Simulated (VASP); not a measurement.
# PbSe (Fm-3m) in VASP: elastic constants with LDA

Aim: the elastic constants of PbSe with LDA.

Program: VASP 6.6.1. These are calculated values, not measurements. Logs are shortened: lines on timing, memory, paths and dates and some standing lists are left out, and cuts for length are marked.

## 1. The cell of the first run

The structure is cubic, space group Fm-3m (No. 225). Conventional cell: a = 6.121 Å, b = 6.121 Å, c = 6.121 Å, α = 90.00°, β = 90.00°, γ = 90.00°. Pb (site symmetry m-3m) has 6 Se at 3.06 Å within 4.0 Å. Se (site symmetry m-3m) has 6 Pb at 3.06 Å within 4.0 Å.

## 2. Elastic constants, LDA

Input file INCAR:

```
PREC     = Accurate       # precision mode
ENCUT    = 600            # plane-wave cutoff, eV
EDIFF    = 1E-8           # SCF threshold, eV
ISMEAR   = 0              # smearing method
SIGMA    = 0.01           # smearing width, eV
LREAL    = False          # projectors in reciprocal space
LASPH    = True           # aspherical terms in the spheres
NELM     = 60             # most SCF steps
ALGO     = Normal         # electronic algorithm
ISIF     = 3              # what is computed and relaxed
LWAVE    = False          # write WAVECAR
LCHARG   = False          # write CHGCAR
NBANDS   = 17             # bands
IBRION   = 6              # ionic algorithm
NFREE    = 2            
POTIM    = 0.015          # step
NSW      = 1              # ionic steps
```

Input file KPOINTS:

```
regular mesh
0
Gamma
  6 6 6
```

Input file POSCAR:

```
PbSe
1.0
    0.0000000000      3.0606500000      3.0606500000
    3.0606500000      0.0000000000      3.0606500000
    3.0606500000      3.0606500000      0.0000000000
Pb Se
1 1
Direct
    0.0000000000      0.0000000000      0.0000000000
    0.5000000000      0.5000000000      0.5000000000
```

Potentials or basis: VASP PAW LDA potentials, release 64 (Pb_d, Se).

Command:

```sh
> cat potpaw_LDA.64/Pb_d/POTCAR potpaw_LDA.64/Se/POTCAR > POTCAR
> mpirun -np 1 vasp_std > vasp.out
```

OUTCAR:

```text
PREC = Accurate
   ENCUT = 600
   EDIFF = 1E-8
   ISMEAR = 0
   LREAL = False
   LASPH = True
   NELM = 60
   ISIF = 3
   IBRION = 6
   NFREE = 2
   POTIM = 0.015
   NSW = 1

 ion  position               nearest neighbor table
   1  0.000  0.000  0.000-   2 3.06   2 3.06   2 3.06   2 3.06   2 3.06   2 3.06
   2  0.500  0.500  0.500-   1 3.06   1 3.06   1 3.06   1 3.06   1 3.06   1 3.06

  LATTYP: Found a face centered cubic cell.
 ALAT       =     6.1213000000

  Lattice vectors:

 A1 = (   0.0000000000,   3.0606500000,   3.0606500000)
 A2 = (   3.0606500000,   0.0000000000,   3.0606500000)
 A3 = (   3.0606500000,   3.0606500000,   0.0000000000)

Analysis of symmetry for initial positions (statically):
=====================================================================
 Subroutine PRICEL returns:
 Original cell was already a primitive cell.

 Routine SETGRP: Setting up the symmetry group for a
 face centered cubic supercell.

 Subroutine GETGRP returns: Found 48 space group operations
 (whereof 48 operations were pure point group operations)
 out of a pool of 48 trial point group operations.

The static configuration has the point symmetry O_h .

Analysis of symmetry for dynamics (positions and initial velocities):
=====================================================================
 Subroutine PRICEL returns:
 Original cell was already a primitive cell.

 Routine SETGRP: Setting up the symmetry group for a
 face centered cubic supercell.

 Subroutine GETGRP returns: Found 48 space group operations
 (whereof 48 operations were pure point group operations)
 out of a pool of 48 trial point group operations.

The dynamic configuration has the point symmetry O_h .

 Subroutine INISYM returns: Found 48 space group operations
 (whereof 48 operations are pure point group operations),
 and found     1 'primitive' translations

----------------------------------------------------------------------------------------

                                     Primitive cell

  volume of cell :      57.3418

  direct lattice vectors                    reciprocal lattice vectors
     0.000000000  3.060650000  3.060650000    -0.163363991  0.163363991  0.163363991
     3.060650000  0.000000000  3.060650000     0.163363991 -0.163363991  0.163363991
     3.060650000  3.060650000  0.000000000     0.163363991  0.163363991 -0.163363991

  length of vectors
     4.328412740  4.328412740  4.328412740     0.282954733  0.282954733  0.282954733

  position of ions in fractional coordinates (direct lattice)
     0.000000000  0.000000000  0.000000000
     0.500000000  0.500000000  0.500000000

  ion indices of the primitive-cell ions
   primitive index   ion index
                 1           1
                 2           2

----------------------------------------------------------------------------------------

 KPOINTS: regular mesh

Automatic generation of k-mesh.
 Grid dimensions read from file:
 generate k-points for:    6    6    6

 Generating k-lattice:

  Cartesian coordinates                     Fractional coordinates (reciprocal lattice)
    -0.027227332  0.027227332  0.027227332     0.166666667  0.000000000  0.000000000
     0.027227332 -0.027227332  0.027227332     0.000000000  0.166666667  0.000000000
     0.027227332  0.027227332 -0.027227332     0.000000000  0.000000000  0.166666667

[... 94 lines left out ...]
  ---------------------------------------------------
  free energy    TOTEN  =        -9.44889593 eV

  energy without entropy =       -9.44889593  energy(sigma->0) =       -9.44889593

------------------------ aborting loop because EDIFF is reached ----------------------------------------

  FORCE on cell =-STRESS in cart. coord.  units (eV):
  Direction    XX          YY          ZZ          XY          YZ          ZX
  --------------------------------------------------------------------------------------
  -------------------------------------------------------------------------------------
  Total       -0.7224969     -0.7224969     -0.7224969     -0.0000000     -0.0000000      0.0000000
  in kB      -20.1871763    -20.1871763    -20.1871763     -0.0000000     -0.0000000      0.0000000
  external PRESSURE =     -20.1871763 kB  Pullay stress =       0.0000000 kB
[... 89 lines left out ...]
  FREE ENERGIE OF THE ION-ELECTRON SYSTEM (eV)
  ---------------------------------------------------
  free  energy   TOTEN  =        -9.4541838774 eV

  energy  without entropy=       -9.4541838774  energy(sigma->0) =       -9.45418388

[... ionic steps 4 to 14 ...]

--------------------------------------- Ionic step       15  -------------------------------------------

 number of electron      20.0000002 magnetization

------------------------ aborting loop because EDIFF is reached ----------------------------------------
[... 67 lines left out ...]
--------------------------------------- Ionic step       17  -------------------------------------------

 number of electron      20.0000002 magnetization

 Free energy of the ion-electron system (eV)
  ---------------------------------------------------
  ext. energy  EPLUGINS =         0.00000000
  ---------------------------------------------------
  free energy    TOTEN  =        -9.44895108 eV

  energy without entropy =       -9.44895108  energy(sigma->0) =       -9.44895108

 E-fermi :   4.9922     XC(G=0):  -9.8461

 val. band max:        4.9037549444   @ k =   0.5000   0.0000   0.0000
 cond. band min:       5.0729507473   @ k =   0.5000   0.0000   0.0000
 fundamental gap:      0.1691958029
 Fermi energy:         4.9922128002

 k-point     1 :       0.0000    0.0000    0.0000
  band No.  band energies     occupation
      1     -11.8698      2.00000
      2     -11.8698      2.00000
      3     -11.8677      2.00000
      4     -11.8677      2.00000
      5     -11.8677      2.00000
      6      -8.7093      2.00000
[... 457 lines left out ...]
      4     -11.8423      2.00000
      5     -11.8324      2.00000
      6      -7.3385      2.00000
[... 9 lines left out ...]
     16      14.3017      0.00000
     17      16.4087      0.00000

 [... further k-points ...]

------------------------ aborting loop because EDIFF is reached ----------------------------------------

  FORCE on cell =-STRESS in cart. coord.  units (eV):
  Direction    XX          YY          ZZ          XY          YZ          ZX
  --------------------------------------------------------------------------------------
  -------------------------------------------------------------------------------------
  Total       -0.7203704     -0.7242310     -0.7242310      0.0000000      0.0000000     -0.0000000
  in kB      -20.1277584    -20.2356283    -20.2356283      0.0000000      0.0000000     -0.0000000
  external PRESSURE =     -20.1996717 kB  Pullay stress =       0.0000000 kB
[... 17 lines left out ...]
  FREE ENERGIE OF THE ION-ELECTRON SYSTEM (eV)
  ---------------------------------------------------
  free  energy   TOTEN  =        -9.4489510832 eV

  energy  without entropy=       -9.4489510832  energy(sigma->0) =       -9.44895108

 INTERNAL STRAIN TENSORS FROM STRAINED CELLS
 ============================================

 INTERNAL STRAIN TENSOR FOR ION    1 for displacements in x,y,z  (eV/Angst):
          X           Y           Z          XY          YZ          ZX
  --------------------------------------------------------------------------------
  x    -0.00000    -0.00000     0.00000    -0.00000     0.00000    -0.00000
  y    -0.00000     0.00000     0.00000    -0.00000     0.00000     0.00000
  z     0.00000    -0.00000     0.00000     0.00000    -0.00000     0.00000

 INTERNAL STRAIN TENSORS FROM DISPLACED ATOMS
 ============================================

 INTERNAL STRAIN TENSOR FOR ION    1 for displacements in x,y,z  (eV/Angst):
          X           Y           Z          XY          YZ          ZX
  --------------------------------------------------------------------------------
  x     0.00000     0.00000     0.00000     0.00000     0.00000     0.00000
  y     0.00000     0.00000     0.00000     0.00000     0.00000     0.00000
  z     0.00000     0.00000     0.00000     0.00000     0.00000     0.00000

 INTERNAL STRAIN TENSOR FOR ION    2 for displacements in x,y,z  (eV/Angst):
          X           Y           Z          XY          YZ          ZX
  --------------------------------------------------------------------------------
  x     0.00000     0.00000     0.00000     0.00000     0.00000     0.00000
  y     0.00000     0.00000     0.00000     0.00000     0.00000     0.00000
  z     0.00000     0.00000     0.00000     0.00000     0.00000     0.00000

 Eigenvectors and eigenvalues of the dynamical matrix
 ----------------------------------------------------

   1 f  =    0.002953 THz     0.018557 2PiTHz    0.098517 cm-1     0.012215 meV
             X         Y         Z           dx          dy          dz
      0.000000  0.000000  0.000000     0.103379    0.845024    0.034065
      3.060650  3.060650  3.060650     0.063523    0.519243    0.020932
[... 21 lines left out ...]
   6 f/i=    1.430939 THz     8.990857 2PiTHz   47.730998 cm-1     5.917887 meV
             X         Y         Z           dx          dy          dz
      0.000000  0.000000  0.000000     0.000000    0.000000   -0.523533
      3.060650  3.060650  3.060650     0.000000    0.000000    0.852006

--------------------------------------------------------------------------------------------------------

 ELASTIC MODULI CONTR FROM IONIC RELAXATION (kBar)
 Direction    XX          YY          ZZ          XY          YZ          ZX
 --------------------------------------------------------------------------------
 XX           0.0000      0.0000      0.0000      0.0000      0.0000      0.0000
 YY           0.0000      0.0000      0.0000      0.0000      0.0000      0.0000
 ZZ           0.0000      0.0000      0.0000      0.0000      0.0000      0.0000
 XY           0.0000      0.0000      0.0000      0.0000      0.0000      0.0000
 YZ           0.0000      0.0000      0.0000      0.0000      0.0000      0.0000
 ZX           0.0000      0.0000      0.0000      0.0000      0.0000      0.0000
 --------------------------------------------------------------------------------

 TOTAL ELASTIC MODULI (kBar)
 Direction    XX          YY          ZZ          XY          YZ          ZX
 --------------------------------------------------------------------------------
 XX        1311.0153    120.0275    120.0275      0.0000      0.0000     -0.0000
 YY         120.0275   1311.0153    120.0275      0.0000      0.0000     -0.0000
 ZZ         120.0275    120.0275   1311.0153      0.0000     -0.0000      0.0000
 XY           0.0000      0.0000      0.0000    191.4575      0.0000     -0.0000
 YZ           0.0000      0.0000     -0.0000      0.0000    191.4575      0.0000
 ZX          -0.0000     -0.0000      0.0000     -0.0000      0.0000    191.4575
 --------------------------------------------------------------------------------
```

It took 9.2 min on 1 thread of Intel Xeon Platinum 8375C at 2.90GHz (Ice Lake), shared host; peak memory 0.28 GiB.

What came out:

```
Elastic constants C11, C12, C44                         : 131, 12, 19 GPa
Voigt bulk modulus                                      : 52 GPa
Highest phonon frequency at Γ, LO-TO splitting left out : 0 cm⁻¹
Most unstable mode                                      : 48i cm⁻¹
```

Phonon frequencies in cm⁻¹ (negative: imaginary):
```csv
q point,frequencies
"(0.000, 0.000, 0.000)",-48 -48 -48 0 0 0
```

Elastic tensor in Voigt notation (GPa, in the Cartesian axes of the cell as first typed):
```
131  12  12   0   0   0
 12 131  12   0   0   0
 12  12 131   0   0   0
  0   0   0  19   0   0
  0   0   0   0  19   0
  0   0   0   0   0  19
```

Clamped-ion elastic tensor (GPa):
```
131  12  12   0   0   0
 12 131  12   0   0   0
 12  12 131   0   0   0
  0   0   0  19   0   0
  0   0   0   0  19   0
  0   0   0   0   0  19
```

Caveat: the cell is under stress, which shifts elastic constants; some modes are imaginary; spin-orbit coupling is left out, which moves the levels of the heavy elements.
